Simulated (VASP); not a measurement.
# MgMnNbO4 (Imm2) in VASP: further runs

The runs below take MgMnNbO4 through single point, with PBE.

Everything below comes from runs of VASP 6.6.1. Logs are shortened: lines on timing, memory, paths and dates and some standing lists are left out, and cuts for length are marked.

## Step 1: The cell of the first run

The structure is orthorhombic, space group Imm2 (No. 44). Conventional cell: a = 4.252 Å, b = 4.257 Å, c = 9.676 Å, α = 90.00°, β = 90.00°, γ = 90.00°. Within 2.8 Å of Nb (site symmetry mm2) lie 6 O at 2.13 to 2.17 Å. Mn (site symmetry mm2) has 6 O at 2.14 to 2.55 Å within 2.8 Å. Mg (site symmetry mm2) has 6 O at 2.14 to 2.30 Å within 2.8 Å. Within 2.8 Å of O (site symmetry mm2) lie 2 Mn at 2.14 Å and 2 Mg at 2.14 Å and 1 Nb at 2.17 Å. Within 2.8 Å of O (site symmetry mm2) lie 2 Nb at 2.13 Å and 1 Mg at 2.30 Å and 1 Mn at 2.55 Å. Within 2.8 Å of O (site symmetry mm2) lie 2 Mg at 2.14 Å and 2 Mn at 2.14 Å and 1 Nb at 2.17 Å. Within 2.8 Å of O (site symmetry mm2) lie 2 Nb at 2.13 Å and 1 Mg at 2.29 Å and 1 Mn at 2.53 Å.

## Step 2: Single point, PBE, collinear spin, ferromagnetic start

Contents of INCAR:

```
SYSTEM = MgMnNbO4
PREC     = Accurate       ! precision mode
ENCUT    = 600            ! plane-wave cutoff, eV
EDIFF    = 1E-6           ! SCF threshold, eV
ISMEAR   = -1             ! smearing method
SIGMA    = 0.05           ! smearing width, eV
LREAL    = .False.        ! projectors in reciprocal space
LASPH    = .True.         ! aspherical terms in the spheres
NELM     = 200            ! most SCF steps
ALGO     = Normal         ! electronic algorithm
ISIF     = 2              ! what is computed and relaxed
LWAVE    = .False.        ! write WAVECAR
LCHARG   = .False.        ! write CHGCAR
ISPIN    = 2              ! spin polarisation
MAGMOM   = 0 4 0 0 0 0 0  ! initial moments
LORBIT   = 11             ! projections on sites
LMAXMIX  = 4              ! l up to which the mixer works
GGA      = PE             ! functional
NBANDS   = 39             ! bands
GGA_COMPAT= .False.      
KPAR     = 4
```

Contents of KPOINTS:

```
regular mesh
0
Gamma
  9 9 9
  0 0 0
```

Contents of POSCAR:

```
MgMnNbO4
1.0
   -2.1262408491      2.1284835524      4.8377987134
    2.1262408491     -2.1284835524      4.8377987134
    2.1262408491      2.1284835524     -4.8377987134
Nb Mn Mg O
1 1 1 4
Direct
    0.0001230000      0.0001230000      0.0000000000
    0.7490940000      0.2490940000      0.5000000000
    0.2503950000      0.7503950000      0.5000000000
    0.7755000000      0.7755000000      0.0000000000
    0.0128660000      0.5128660000      0.5000000000
    0.2247700000      0.2247700000      0.0000000000
    0.4872520000      0.9872520000      0.5000000000
```

Potentials or basis: VASP PAW PBE potentials, release 64 (Nb_sv, Mn_pv, Mg, O).

Run with:

```
$ cat potpaw_PBE.64/Nb_sv/POTCAR potpaw_PBE.64/Mn_pv/POTCAR potpaw_PBE.64/Mg/POTCAR potpaw_PBE.64/O/POTCAR > POTCAR
$ mpirun -np 4 vasp_std > vasp.out
```

OUTCAR:

```text
SYSTEM = MgMnNbO4
   PREC = Accurate
   ENCUT = 600
   EDIFF = 1E-6
   ISMEAR = -1
   LREAL = .False.
   LASPH = .True.
   NELM = 200
   ISIF = 2
   ISPIN = 2
   LORBIT = 11
   GGA = PE

 ion  position               nearest neighbor table
   1  0.000  0.000  0.000-   5 2.13   5 2.13   7 2.13   7 2.13   4 2.17   6 2.17   3 3.22   3 3.22
                             3 3.22   3 3.22
   2  0.749  0.249  0.500-   6 2.14   6 2.14   4 2.14   4 2.14   7 2.53   5 2.55   3 3.01   3 3.01
                             3 3.01   3 3.01
   3  0.250  0.750  0.500-   6 2.14   6 2.14   4 2.14   4 2.14   7 2.29   5 2.30   2 3.01   2 3.01
                             2 3.01   2 3.01   1 3.22   1 3.22   1 3.22   1 3.22
   4  0.776  0.776  0.000-   2 2.14   2 2.14   3 2.14   3 2.14   1 2.17
   5  0.013  0.513  0.500-   1 2.13   1 2.13   3 2.30   2 2.55
   6  0.225  0.225  0.000-   3 2.14   3 2.14   2 2.14   2 2.14   1 2.17
   7  0.487  0.987  0.500-   1 2.13   1 2.13   3 2.29   2 2.53

  LATTYP: Found a body centered orthorhombic cell.
 ALAT       =     4.2524816982
 B/A-ratio  =     1.0010547739
 C/A-ratio  =     2.2752825558

  Lattice vectors:

 A1 = (  -2.1262408491,   2.1284835524,   4.8377987134)
 A2 = (   2.1262408491,  -2.1284835524,   4.8377987134)
 A3 = (   2.1262408491,   2.1284835524,  -4.8377987134)

Analysis of symmetry for initial positions (statically):
=====================================================================
 Subroutine PRICEL returns:
 Original cell was already a primitive cell.

 Routine SETGRP: Setting up the symmetry group for a
 body centered orthorhombic supercell.

 Subroutine GETGRP returns: Found  4 space group operations
 (whereof  4 operations were pure point group operations)
 out of a pool of  8 trial point group operations.

The static configuration has the point symmetry C_2v.

Analysis of symmetry for dynamics (positions and initial velocities):
=====================================================================
 Subroutine PRICEL returns:
 Original cell was already a primitive cell.

 Routine SETGRP: Setting up the symmetry group for a
 body centered orthorhombic supercell.

 Subroutine GETGRP returns: Found  4 space group operations
 (whereof  4 operations were pure point group operations)
 out of a pool of  8 trial point group operations.

The dynamic configuration has the point symmetry C_2v.

Analysis of structural, dynamic, and magnetic symmetry:
=====================================================================
 Subroutine PRICEL returns:
 Original cell was already a primitive cell.

 Routine SETGRP: Setting up the symmetry group for a
 body centered orthorhombic supercell.

 Subroutine GETGRP returns: Found  4 space group operations
 (whereof  4 operations were pure point group operations)
 out of a pool of  8 trial point group operations.

The overall configuration has the point symmetry C_2v.

 Subroutine INISYM returns: Found  4 space group operations
 (whereof  4 operations are pure point group operations),
 and found     1 'primitive' translations

----------------------------------------------------------------------------------------

                                     Primitive cell

  volume of cell :      87.5771

  direct lattice vectors                    reciprocal lattice vectors
    -2.126240849  2.128483552  4.837798713     0.000000000  0.234909027  0.103352791
     2.126240849 -2.128483552  4.837798713     0.235156803  0.000000000  0.103352791
     2.126240849  2.128483552 -4.837798713     0.235156803  0.234909027  0.000000000

  length of vectors
     5.696985060  5.696985060  5.696985060     0.256639924  0.256866738  0.332386782

  position of ions in fractional coordinates (direct lattice)
     0.000123000  0.000123000  0.000000000
     0.749094000  0.249094000  0.500000000
     0.250395000  0.750395000  0.500000000
     0.775500000  0.775500000  0.000000000
     0.012866000  0.512866000  0.500000000
     0.224770000  0.224770000  0.000000000
     0.487252000  0.987252000  0.500000000

[... 61 lines left out ...]
  0.000000  0.333333 -0.000000      4.000000
 [... further k-points ...]
   k-points           NKPTS =    125   k-points in BZ     NKDIM =    125   number of bands    NBANDS=     39
   number of dos      NEDOS =    301   number of ions     NIONS =      7
   total plane-waves  NPLWV = 110592
   dimension x,y,z NGX =    48 NGY =   48 NGZ =   48
   dimension x,y,z NGXF=    96 NGYF=   96 NGZF=   96
   ions per type =               1   1   1   4
   NGX,Y,Z   is equivalent  to a cutoff of  14.01, 14.01, 14.01 a.u.
   NGXF,Y,Z  is equivalent  to a cutoff of  28.01, 28.01, 28.01 a.u.
 SYSTEM =  MgMnNbO4
   PREC   = accura    normal or accurate (medium, high low for compatibility)
   ISTART =      0    job   : 0-new  1-cont  2-samecut
   ICHARG =      2    charge: 1-file 2-atom 10-const
   ISPIN  =      2    spin polarized calculation?
   LNONCOLLINEAR =      F non collinear calculations
   LSORBIT =      F    spin-orbit coupling
   LASPH  =      T    aspherical Exc in radial PAW
   ENCUT  =  600.0 eV  44.10 Ry    6.64 a.u.  11.38 11.38 11.38*2*pi/ulx,y,z
   NELM   =    200;   NELMIN=  2; NELMDL= -5     # of ELM steps
   EDIFF  = 0.1E-05   stopping-criterion for ELM
   LREAL  =      F    real-space projection
   EDIFFG = 0.1E-04   stopping-criterion for IOM
   NSW    =      0    number of steps for IOM
   IBRION =     -1    ionic relax: 0-MD 1-quasi-New 2-CG
   NFREE  =      0    steps in history (QN), initial steepest desc. (CG)
   ISIF   =      2    stress and relaxation
   ISYM   =      2    0-nonsym 1-usesym 2-fastsym
   POTIM  = 0.5000    time-step for ionic-motion
   TEBEG  =    0.0;   TEEND  =   0.0 temperature during run
   PSTRESS=    0.0 pullay stress
   NELECT =      52.0000    total number of electrons
   NUPDOWN=      -1.0000    fix difference up-down
   EMIN   =  10.00;   EMAX   =-10.00  energy-range for DOS
   EFERMI =   0.00;   METHOD = LEGACY
   ISMEAR =    -1;   SIGMA  =   0.05  broadening in eV -4-tet -1-fermi 0-gaus
   EFERMI_NEDOS =   21; number of points for ismear=-14 and -15
   IALGO  =     38    algorithm
   IMIX   =      4    mixing-type and parameters
     AMIX     =   0.40;   BMIX     =  1.00
     AMIX_MAG =   1.60;   BMIX_MAG =  1.00
  volume/ion in A,a.u.               =      12.51        84.43
  Fermi-wavevector in a.u.,A,eV,Ry     =   1.375981  2.600227 25.760232  1.893324
  Thomas-Fermi vector in A             =   2.501267
   LORBIT       =     11    0 simple, 1 ext, 2 COOP (PROOUT), +10 PAW based schemes
   GGA     = PE    functional components
   LHFCALC =     F    Hartree Fock is set to
   AEXX    =    0.0000 exact exchange contribution
   IVDW    =     0    specifies the selected vdW correction
   LEPSILON=     F    determine dielectric tensor
   LRPA    =     F    only Hartree local field effects (RPA)
 spin polarized calculation
  energy-cutoff  :      600.00
  volume of cell :       87.58
 maximum number of plane-waves:      2943
 NGX is ok and might be reduce to    48
   NGX = 23   NGY = 23   NGZ = 23

 number of electron      52.0000001 magnetization       3.9134274

 Free energy of the ion-electron system (eV)
  ---------------------------------------------------
  ext. energy  EPLUGINS =         0.00000000
  ---------------------------------------------------
  free energy    TOTEN  =       -55.38729159 eV

  energy without entropy =      -55.37310905  energy(sigma->0) =      -55.38020032

 E-fermi :   6.0461     XC(G=0): -10.6201

 val. band max:        6.0233244780   @ k =   0.1111   0.3333   0.1111
 cond. band min:       6.0465341354   @ k =  -0.2222   0.4444   0.0000
 fundamental gap:      0.0232096574
 Fermi energy:         6.0461203659

 spin component 1

 k-point     1 :       0.0000    0.0000    0.0000
  band No.  band energies     occupation
      1     -50.5535      1.00000
      2     -44.5981      1.00000
      3     -44.5418      1.00000
      4     -44.5359      1.00000
      5     -26.5594      1.00000
      6     -26.5542      1.00000
[... 973 lines left out ...]
     37      14.1608      0.00000
     38      14.8607      0.00000

 [... further k-points ...]

 spin component 2

 k-point     1 :       0.0000    0.0000    0.0000
  band No.  band energies     occupation
      1     -51.0435      1.00000
      2     -39.9985      1.00000
      3     -39.9201      1.00000
      4     -39.9188      1.00000
      5     -27.1564      1.00000
      6     -27.0653      1.00000
[... 973 lines left out ...]
     37      14.5261      0.00000
     38      15.1985      0.00000

 [... further k-points ...]

 [bands above 38 left out]

------------------------ aborting loop because EDIFF is reached ----------------------------------------

  FORCE on cell =-STRESS in cart. coord.  units (eV):
  Direction    XX          YY          ZZ          XY          YZ          ZX
  --------------------------------------------------------------------------------------
  -------------------------------------------------------------------------------------
  Total       -8.1335076     -8.1075575     -5.9087878      0.0000000      0.0000000      0.0000000
  in kB     -148.7982815   -148.3235394   -108.0981925      0.0000000      0.0000000      0.0000000
  external PRESSURE =    -135.0733378 kB  Pullay stress =       0.0000000 kB

 VOLUME and BASIS-vectors are now :
 -----------------------------------------------------------------------------
  energy-cutoff  :      600.00
  volume of cell :       87.58
      direct lattice vectors                 reciprocal lattice vectors
    -2.126240849  2.128483552  4.837798713     0.000000000  0.234909027  0.103352791
     2.126240849 -2.128483552  4.837798713     0.235156803  0.000000000  0.103352791
     2.126240849  2.128483552 -4.837798713     0.235156803  0.234909027  0.000000000

 POSITION                                       TOTAL-FORCE (eV/Angst)
 -----------------------------------------------------------------------------------
      0.00000      0.00000      0.00119        -0.000000      0.000000      0.016390
      0.00000      2.12848      2.41013        -0.000000      0.000000     -0.036063
      2.12624      0.00000      2.42272        -0.000000      0.000000      0.006909
      0.00000      0.00000      7.50343        -0.000000     -0.000000      0.450935
      2.12624      0.00000      0.12449        -0.000000      0.000000      0.031251
      0.00000      0.00000      2.17478         0.000000      0.000000     -0.445706
      2.12624      0.00000      4.71445        -0.000000      0.000000     -0.023715
 -----------------------------------------------------------------------------------
    total drift:                               -0.000000     -0.000000     -0.000309

  FREE ENERGIE OF THE ION-ELECTRON SYSTEM (eV)
  ---------------------------------------------------
  free  energy   TOTEN  =       -55.3872915853 eV

  energy  without entropy=      -55.3731090531  energy(sigma->0) =      -55.38020032

 total charge

# of ion       s       p       d       tot
------------------------------------------
    1        2.154   6.051   2.075  10.281
    2        0.203   6.173   4.973  11.350
    3        0.126   0.137   0.059   0.322
    4        1.549   3.474   0.000   5.023
    5        1.554   3.411   0.000   4.965
    6        1.549   3.474   0.000   5.023
    7        1.554   3.411   0.000   4.965
--------------------------------------------------
tot          8.690  26.131   7.108  41.929

 magnetization (x)

# of ion       s       p       d       tot
------------------------------------------
    1       -0.006  -0.007  -0.662  -0.674
    2        0.038   0.026   4.231   4.295
    3        0.001   0.000   0.000   0.001
    4        0.008   0.030   0.000   0.038
    5        0.005   0.066   0.000   0.070
    6        0.008   0.030   0.000   0.038
    7        0.005   0.066   0.000   0.070
--------------------------------------------------
tot          0.058   0.212   3.569   3.839
```

It took 9.7 min on 4 MPI ranks of AMD EPYC 7R43 (Zen 3), shared host; peak memory 1 GiB.

What came out:

- Free energy: -55.3873 eV
- Pressure: -13.5 GPa
- Largest force: 0.451 eV/Å
- Net moment: 3.91 μB per cell
- Site moments: Nb -0.67; Mn +4.29; Mg +0.00; O +0.04, +0.07 μB
- Valence electrons inside the program's atomic spheres: Nb 10.28; Mn 11.35; Mg 0.32; O 5.02, 4.96

Forces on the atoms (eV/Å):
```
Nb   0.000  0.000  0.016
Mn   0.000  0.000 -0.036
Mg   0.000  0.000  0.007
O    0.000  0.000  0.451
O    0.000  0.000  0.031
O    0.000  0.000 -0.446
O    0.000  0.000 -0.024
```

Caveat: a cell with one magnetic atom can't hold antiferromagnetic order, which such compounds often take; semilocal functionals often make such compounds metallic where correlation or magnetic order opens a gap, which also shifts bond lengths.

(Part 1 of 2 ends here.)
